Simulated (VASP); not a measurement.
**ZnCu: single point with PBE**

The system is ZnCu.

```
Zn Cu
1.0
     2.95478    0.00000    0.00000
     0.00000    2.95478    0.00000
     0.00000    0.00000    2.95478
Zn Cu
1 1
Direct
  0.50000 0.50000 0.50000
  0.00000 0.00000 0.00000
```

| Quantity | Value |
| --- | --- |
| Program | VASP 6.6.1 |
| Task | single point |
| Functional | PBE |
| Potentials or basis | VASP PAW PBE potentials, release 64 (Zn, Cu) |
| Cutoff | 520 eV |
| k mesh | 12 × 12 × 12 |
| Occupations | gaussian, width 0.05 eV |
| Spin | no spin polarisation |
| Dipole correction | no |
| Further INCAR settings | ALGO = Fast; EDIFF = 1e-06; NBANDS = 18 |

```yaml
Pressure: 2.1 GPa
Band_gap_on_the_k_mesh: zero (an odd number of electrons rules out a gap without spin polarisation)
```

Levels at points of the mesh, in eV from the Fermi level:
| k point | band 9 | band 10 | band 11 | band 12 | band 13 | band 14 | band 15 | band 16 |
| --- | --- | --- | --- | --- | --- | --- | --- | --- |
| (0.00, 0.00, 0.00) | -2.63 | -2.63 | -2.63 | 6.29 | 6.29 | 6.29 | 11.28 | 11.28 |
| (0.50, 0.00, 0.00) | -3.16 | -3.16 | -2.70 | -1.91 | 11.71 | 11.71 | 12.35 | 12.35 |
| (0.50, 0.50, 0.00) | -2.78 | -2.39 | -1.77 | -1.77 | 1.80 | 2.16 | 13.92 | 15.53 |
| (0.50, 0.50, 0.50) | -2.37 | -2.37 | 3.87 | 4.41 | 4.41 | 4.41 | 4.57 | 4.57 |

Run time: 48 s on 1 thread of Intel Xeon 8259CL (shared host), peak memory 0.17 GiB.
